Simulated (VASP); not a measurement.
## SiSn2 (fluorite type): electric field gradients with PBE

Crystal: SiSn2 (fluorite type).

```
Si Sn
1.0
     0.00000    3.41483    3.41483
     3.41483    0.00000    3.41483
     3.41483    3.41483    0.00000
Si Sn
1 2
Direct
  0.00000 0.00000 0.00000
  0.25000 0.25000 0.25000
  0.75000 0.75000 0.75000
```

| Property | Result |
| --- | --- |
| Program | VASP 6.6.1 |
| Task | electric field gradients |
| Functional | PBE |
| Potentials or basis | VASP PAW PBE potentials, release 64 (Si, Sn_d) |
| Cutoff | 520 eV |
| k mesh | 10 × 10 × 10 |
| Occupations | fermi-dirac, width 0.05 eV |
| Spin | no spin polarisation |
| Dipole correction | no |
| Further INCAR settings | ALGO = Normal; EDIFF = 1e-08; NBANDS = 23 |

| Quantity | Value |
| --- | --- |
| Pressure | 0.0 GPa |
| Band gap on the k mesh | zero (bands 16 and 17 overlap by 1.74 eV) |
| Largest electric field gradient by atom | zero within the noise of the run |

Levels at points of the mesh, in eV from the Fermi level:
| k point | band 14 | band 15 | band 16 | band 17 | band 18 | band 19 |
| --- | --- | --- | --- | --- | --- | --- |
| (0.00, 0.00, 0.00) | -1.09 | -1.09 | -1.09 | -0.97 | -0.97 | -0.97 |
| (0.50, 0.00, 0.00) | -2.30 | -2.30 | -0.22 | -0.22 | 0.39 | 4.27 |
| (0.50, 0.50, 0.00) | -3.91 | -3.91 | -1.19 | 3.74 | 4.12 | 4.12 |

It took 33 s on 1 thread of Intel(R) Xeon(R) 6975P-C (Granite Rapids), with other jobs on the host, peak memory 0.24 GiB.

Caveat: spin-orbit coupling is left out, which moves the levels of the heavy elements.
